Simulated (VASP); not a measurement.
# Mo (P6/mmm) in VASP: further runs

Mo is run at these levels: PBEsol+D3(BJ), PBEsol; tasks: relaxation of cell and atoms.

Everything below comes from runs of VASP 6.6.1. Logs are shortened: lines on timing, memory, paths and dates and some standing lists are left out, and cuts for length are marked.

### Step 1. The cell of the first run

The structure is hexagonal, space group P6/mmm (No. 191). Conventional cell: a = 2.736 Å, b = 2.736 Å, c = 2.555 Å, α = 90.00°, β = 90.00°, γ = 120.00°. Within 3.4 Å of Mo (site symmetry 6/mmm) lie 8 Mo at 2.56 to 2.74 Å.

### Step 2. Relaxation of cell and atoms, PBEsol+D3(BJ)

Input file INCAR:

```
SYSTEM = Mo
PREC     = Accurate       ! precision mode
ENCUT    = 600            ! plane-wave cutoff, eV
EDIFF    = 1E-6           ! SCF threshold, eV
ISMEAR   = 1              ! smearing method
SIGMA    = 0.1            ! smearing width, eV
LREAL    = .False.        ! projectors in reciprocal space
LASPH    = .True.         ! aspherical terms in the spheres
NELM     = 100            ! most SCF steps
ALGO     = Normal         ! electronic algorithm
ISIF     = 3              ! what is computed and relaxed
LWAVE    = .False.        ! write WAVECAR
LCHARG   = .False.        ! write CHGCAR
GGA      = PS             ! functional
IVDW     = 12             ! dispersion correction
IBRION   = 2              ! ionic algorithm
NSW      = 80             ! ionic steps
EDIFFG   = -0.01          ! ionic threshold
```

Input file KPOINTS:

```
regular mesh
0
Gamma
  11 11 11
  0 0 0
```

Input file POSCAR:

```
Mo
1.0
    2.7355100000      0.0000000000      0.0000000000
   -1.3677550000      2.3690211523      0.0000000000
    0.0000000000      0.0000000000      2.5551810000
Mo
1
Direct
    0.0000000000      0.0000000000      0.5000000000
```

Potentials or basis: VASP PAW PBE potentials, release 64 (Mo_sv).

Run with:

```bash
> cat potpaw_PBE.64/Mo_sv/POTCAR > POTCAR
> mpirun -np 1 vasp_std > vasp.out
```

OUTCAR:

```text
SYSTEM = Mo
   PREC = Accurate
   ENCUT = 600
   EDIFF = 1E-6
   ISMEAR = 1
   LREAL = .False.
   LASPH = .True.
   NELM = 100
   ISIF = 3
   GGA = PS
   IVDW = 12
   IBRION = 2
   NSW = 80
   EDIFFG = -0.01
 IVDW          = 12

 ion  position               nearest neighbor table
   1  0.000  0.000  0.500-

  LATTYP: Found a hexagonal cell.
 ALAT       =     2.7355100000
 C/A-ratio  =     0.9340784717

  Lattice vectors:

 A1 = (   2.7355100000,   0.0000000000,   0.0000000000)
 A2 = (  -1.3677550000,   2.3690211523,   0.0000000000)
 A3 = (   0.0000000000,   0.0000000000,   2.5551810000)

Analysis of symmetry for initial positions (statically):
=====================================================================
 Subroutine PRICEL returns:
 Original cell was already a primitive cell.

 Routine SETGRP: Setting up the symmetry group for a
 hexagonal supercell.

 Subroutine GETGRP returns: Found 24 space group operations
 (whereof 24 operations were pure point group operations)
 out of a pool of 24 trial point group operations.

The static configuration has the point symmetry D_6h.

Analysis of symmetry for dynamics (positions and initial velocities):
=====================================================================
 Subroutine PRICEL returns:
 Original cell was already a primitive cell.

 Routine SETGRP: Setting up the symmetry group for a
 hexagonal supercell.

 Subroutine GETGRP returns: Found 24 space group operations
 (whereof 24 operations were pure point group operations)
 out of a pool of 24 trial point group operations.

The dynamic configuration has the point symmetry D_6h.

 Subroutine INISYM returns: Found 24 space group operations
 (whereof 24 operations are pure point group operations),
 and found     1 'primitive' translations

----------------------------------------------------------------------------------------

                                     Primitive cell

  volume of cell :      16.5588

  direct lattice vectors                    reciprocal lattice vectors
     2.735510000  0.000000000  0.000000000     0.365562546  0.211057634  0.000000000
    -1.367755000  2.369021152  0.000000000     0.000000000  0.422115269  0.000000000
     0.000000000  0.000000000  2.555181000     0.000000000  0.000000000  0.391361708

  length of vectors
     2.735510000  2.735510000  2.555181000     0.422115269  0.422115269  0.391361708

  position of ions in fractional coordinates (direct lattice)
     0.000000000  0.000000000  0.500000000

  ion indices of the primitive-cell ions
   primitive index   ion index
                 1           1

----------------------------------------------------------------------------------------

 KPOINTS: regular mesh

Automatic generation of k-mesh.
 Grid dimensions read from file:
 generate k-points for:   11   11   11

 Generating k-lattice:

  Cartesian coordinates                     Fractional coordinates (reciprocal lattice)
     0.033232959  0.019187058  0.000000000     0.090909091  0.000000000  0.000000000
     0.000000000  0.038374115  0.000000000     0.000000000  0.090909091  0.000000000
     0.000000000  0.000000000  0.035578337     0.000000000  0.000000000  0.090909091

  Length of vectors
     0.038374115  0.038374115  0.035578337

  Shift w.r.t. Gamma in fractional coordinates (k-lattice)
     0.000000000  0.000000000  0.000000000

 Subroutine IBZKPT returns following result:
 ===========================================

 Found     96 irreducible k-points:

 Following reciprocal coordinates:
            Coordinates               Weight
  0.000000  0.000000  0.000000      1.000000
  0.090909  0.000000  0.000000      6.000000
  0.181818  0.000000  0.000000      6.000000
  0.272727  0.000000  0.000000      6.000000
  0.363636 -0.000000  0.000000      6.000000
  0.454545  0.000000  0.000000      6.000000
[... 16 lines left out ...]
  0.090909  0.090909  0.090909     12.000000
  0.181818  0.090909  0.090909     24.000000
 [... further k-points ...]
   k-points           NKPTS =     96   k-points in BZ     NKDIM =     96   number of bands    NBANDS=     11
   number of dos      NEDOS =    301   number of ions     NIONS =      1
   total plane-waves  NPLWV =  11520
   dimension x,y,z NGX =    24 NGY =   24 NGZ =   20
   dimension x,y,z NGXF=    48 NGYF=   48 NGZF=   40
   ions per type =               1
   NGX,Y,Z   is equivalent  to a cutoff of  14.59, 14.59, 13.01 a.u.
   NGXF,Y,Z  is equivalent  to a cutoff of  29.17, 29.17, 26.02 a.u.
 SYSTEM =  Mo
   PREC   = accura    normal or accurate (medium, high low for compatibility)
   ISTART =      0    job   : 0-new  1-cont  2-samecut
   ICHARG =      2    charge: 1-file 2-atom 10-const
   ISPIN  =      1    spin polarized calculation?
   LNONCOLLINEAR =      F non collinear calculations
   LSORBIT =      F    spin-orbit coupling
   LASPH  =      T    aspherical Exc in radial PAW
   ENCUT  =  600.0 eV  44.10 Ry    6.64 a.u.   5.46  5.46  5.10*2*pi/ulx,y,z
   NELM   =    100;   NELMIN=  2; NELMDL= -5     # of ELM steps
   EDIFF  = 0.1E-05   stopping-criterion for ELM
   LREAL  =      F    real-space projection
   EDIFFG = -.1E-01   stopping-criterion for IOM
   NSW    =     80    number of steps for IOM
   IBRION =      2    ionic relax: 0-MD 1-quasi-New 2-CG
   NFREE  =      1    steps in history (QN), initial steepest desc. (CG)
   ISIF   =      3    stress and relaxation
   ISYM   =      2    0-nonsym 1-usesym 2-fastsym
   POTIM  = 0.5000    time-step for ionic-motion
   TEBEG  =    0.0;   TEEND  =   0.0 temperature during run
   PSTRESS=    0.0 pullay stress
   NELECT =      14.0000    total number of electrons
   NUPDOWN=      -1.0000    fix difference up-down
   EMIN   =  10.00;   EMAX   =-10.00  energy-range for DOS
   EFERMI =   0.00;   METHOD = LEGACY
   ISMEAR =     1;   SIGMA  =   0.10  broadening in eV -4-tet -1-fermi 0-gaus
   EFERMI_NEDOS =   21; number of points for ismear=-14 and -15
   IALGO  =     38    algorithm
   IMIX   =      4    mixing-type and parameters
     AMIX     =   0.40;   BMIX     =  1.00
     AMIX_MAG =   1.60;   BMIX_MAG =  1.00
  volume/ion in A,a.u.               =      16.56       111.74
  Fermi-wavevector in a.u.,A,eV,Ry     =   1.548013  2.925320 32.604233  2.396344
  Thomas-Fermi vector in A             =   2.653024
   LORBIT       =      0    0 simple, 1 ext, 2 COOP (PROOUT), +10 PAW based schemes
   GGA     = PS    functional components
   LHFCALC =     F    Hartree Fock is set to
   AEXX    =    0.0000 exact exchange contribution
   IVDW    =    12    specifies the selected vdW correction
   LEPSILON=     F    determine dielectric tensor
   LRPA    =     F    only Hartree local field effects (RPA)
 conjugate gradient relaxation of ions
 non-spin polarized calculation
 Methfessel and Paxton  Order N= 1 SIGMA  =   0.10
  energy-cutoff  :      600.00
  volume of cell :       16.56
 maximum number of plane-waves:       575
 NGX is ok and might be reduce to    24
   NGX = 11   NGY = 11   NGZ = 11

--------------------------------------- Ionic step        1  -------------------------------------------

 number of electron      13.9999998 magnetization

 Free energy of the ion-electron system (eV)
  ---------------------------------------------------
  ext. energy  EPLUGINS =         0.00000000
  ---------------------------------------------------
  free energy    TOTEN  =       -10.87187767 eV

  energy without entropy =      -10.87116565  energy(sigma->0) =      -10.87164033

------------------------ aborting loop because EDIFF is reached ----------------------------------------

 Edisp (eV)   -0.66443

 E8    (eV) :    -0.4625

  FORCE on cell =-STRESS in cart. coord.  units (eV):
  Direction    XX          YY          ZZ          XY          YZ          ZX
  --------------------------------------------------------------------------------------
  -------------------------------------------------------------------------------------
  Total      -0.67635    -0.67635    -2.03106     0.00000     0.00000     0.00000
  in kB     -65.44166   -65.44166  -196.51896     0.00000     0.00000     0.00000
  external pressure =     -109.13 kB  Pullay stress =        0.00 kB
[... 293 lines left out ...]
  energy  without entropy=      -11.5807004773  energy(sigma->0) =      -11.58069816

--------------------------------------- Ionic step        9  -------------------------------------------

 number of electron      14.0000001 magnetization

 Free energy of the ion-electron system (eV)
  ---------------------------------------------------
  ext. energy  EPLUGINS =         0.00000000
  ---------------------------------------------------
  free energy    TOTEN  =       -10.88227884 eV

  energy without entropy =      -10.88219752  energy(sigma->0) =      -10.88225174

 E-fermi :  12.1046     XC(G=0): -13.3909

 val. band max:       12.0807338775   @ k =   0.0909   0.0909   0.0000
 cond. band min:      12.1070281986   @ k =   0.2727   0.0909   0.2727
 fundamental gap:      0.0262943211
 Fermi energy:        12.1046224726

 k-point     1 :       0.0000    0.0000    0.0000
  band No.  band energies     occupation
      1     -48.8111      2.00000
      2     -22.0544      2.00000
      3     -22.0544      2.00000
      4     -21.7513      2.00000
      5       5.2076      2.00000
      6       7.5121      2.00000
      7      11.1279      2.00000
      8      11.1279      2.00000
      9      16.7205      0.00000
     10      16.7205      0.00000
     11      24.9676      0.00000
[... 309 lines left out ...]
 k-point    24 :       0.1818    0.0909    0.0909
  band No.  band energies     occupation
      1     -48.6703      2.00000
      2     -22.7299      2.00000
      3     -22.2276      2.00000
      4     -21.8714      2.00000
      5       7.3162      2.00000
      6       8.6361      2.00000
      7       9.8747      2.00000
      8      13.2977     -0.00000
      9      14.7462      0.00000
     10      15.8280      0.00000
     11      27.4790      0.00000

 [... further k-points ...]

------------------------ aborting loop because EDIFF is reached ----------------------------------------

 Edisp (eV)   -0.69862

 E8    (eV) :    -0.4864

  FORCE on cell =-STRESS in cart. coord.  units (eV):
  Direction    XX          YY          ZZ          XY          YZ          ZX
  --------------------------------------------------------------------------------------
  -------------------------------------------------------------------------------------
  Total      -0.00165    -0.00165     0.00935     0.00000    -0.00000     0.00000
  in kB      -0.16799    -0.16799     0.94958     0.00000    -0.00000     0.00000
  external pressure =        0.20 kB  Pullay stress =        0.00 kB
[... 16 lines left out ...]
  FREE ENERGIE OF THE ION-ELECTRON SYSTEM (eV)
  ---------------------------------------------------
  free  energy   TOTEN  =       -11.5808972635 eV

  energy  without entropy=      -11.5808159442  energy(sigma->0) =      -11.58087016

 reached required accuracy - stopping structural energy minimisation
```

It took 1.9 min on 1 thread of Intel Xeon 6975P-C, shared host; peak memory 0.16 GiB.

Results:

* Free energy: -11.5809 eV
* Relaxed volume: 15.77 Å³/atom
* Relaxed cell: a = 2.719 Å, b = 2.719 Å, c = 2.462 Å, α = 90.00°, β = 90.00°, γ = 120.00°
* Space group after relaxing (to 0.05 Å): P6/mmm (No. 191)
* Energy gained by relaxing: 44.6 meV/atom
* Ionic steps: 9
* Pressure after relaxing: 0.0 GPa
* Band gap on the k mesh: zero (band 7 reaches 13.00 eV, above the bottom of band 8 at 11.13 eV)
* Dispersion energy per atom: -0.699 eV

The path:
| step | energy change (eV) | largest force (eV/Å) | pressure (GPa) | volume (Å³) |
| --- | --- | --- | --- | --- |
| 1 | 0.0000 | 0.0000 | -10.91 | 16.56 |
| 2 | 0.1878 | 0.0000 | 40.17 | 13.98 |
| 3 | -0.0426 | 0.0000 | 0.63 | 15.72 |
| 4 | -0.0428 | 0.0000 | 1.24 | 15.68 |
| 5 | -0.0428 | 0.0000 | 1.51 | 15.67 |
| 6 | -0.0407 | 0.0000 | -0.75 | 15.83 |
| 7 | -0.0445 | 0.0000 | 0.58 | 15.73 |
| 8 | -0.0444 | 0.0000 | -0.95 | 15.83 |
| 9 | -0.0446 | 0.0000 | 0.02 | 15.77 |

Final structure:
```
Mo
1.0
     2.71925    0.00000    0.00000
    -1.35962    2.35494    0.00000
     0.00000    0.00000    2.46225
Mo
1
Direct
  0.00000 0.00000 0.50000
```

Caveat: the PAW data sets were made with another functional, which shifts forces and pressure a little; pairwise dispersion overbinds metals, which lowers pressure and volume.

### Step 3. Relaxation of cell and atoms, PBEsol

Input file INCAR:

```
PREC     = Accurate       # precision mode
ENCUT    = 600            # plane-wave cutoff, eV
EDIFF    = 1E-6           # SCF threshold, eV
ISMEAR   = 1              # smearing method
SIGMA    = 0.1            # smearing width, eV
LREAL    = F              # projectors in reciprocal space
LASPH    = T              # aspherical terms in the spheres
NELM     = 100            # most SCF steps
ALGO     = Normal         # electronic algorithm
ISIF     = 3              # what is computed and relaxed
LWAVE    = F              # write WAVECAR
LCHARG   = F              # write CHGCAR
GGA      = PS             # functional
IBRION   = 2              # ionic algorithm
NSW      = 80             # ionic steps
EDIFFG   = -0.01          # ionic threshold
```

Input file KPOINTS:

```
regular mesh
0
Gamma
  11 11 11
```

POSCAR is that of step 2.

Potentials or basis: VASP PAW PBE potentials, release 64 (Mo_sv).

Run with:

```bash
> cat potpaw_PBE.64/Mo_sv/POTCAR > POTCAR
> mpirun -np 1 vasp_std > vasp.out
```

Run time: 92 s. Hardware: 1 thread of Intel Xeon 6975P-C, shared host; peak memory 0.16 GiB.

Results (log left out):

```yaml
Free_energy: -10.8926 eV
Relaxed_volume: 16.24 Å³/atom
Relaxed_cell: a = 2.747 Å, b = 2.747 Å, c = 2.485 Å, α = 90.00°, β = 90.00°, γ = 120.00°
Space_group_after_relaxing_to_0.05_Å: P6/mmm (No. 191)
Energy_gained_by_relaxing: 20.7 meV/atom
Ionic_steps: 8
Pressure_after_relaxing: 0.0 GPa
Band_gap_on_the_k_mesh: zero (band 7 reaches 12.47 eV, above the bottom of band 8 at 10.73 eV)
```

Step by step:
```csv
step,energy change (eV),largest force (eV/Å),pressure (GPa),volume (Å³)
1,0.0000,0.0000,-4.34,16.56
2,0.0280,0.0000,13.16,15.48
3,-0.0197,0.0000,1.47,16.13
4,-0.0197,0.0000,1.68,16.12
5,-0.0180,0.0000,-2.16,16.40
6,-0.0207,0.0000,0.21,16.22
7,-0.0207,0.0000,-0.30,16.26
8,-0.0207,0.0000,0.01,16.24
```

Final structure:
```xyz
1
Lattice="2.7467 0.0000 0.0000 -1.3734 2.3787 0.0000 0.0000 0.0000 2.4852" Properties=species:S:1:pos:R:3 pbc="T T T"
Mo    0.0000    0.0000    1.2426
```

Levels at points of the mesh, in eV from the Fermi level:
| k point | band 4 | band 5 | band 6 | band 7 | band 8 | band 9 | band 10 | band 11 |
| --- | --- | --- | --- | --- | --- | --- | --- | --- |
| (0.00, 0.00, 0.00) | -33.93 | -6.80 | -4.43 | -0.92 | -0.92 | 4.44 | 4.44 | 12.85 |

Caveat: the PAW data sets were made with another functional, which shifts forces and pressure a little.
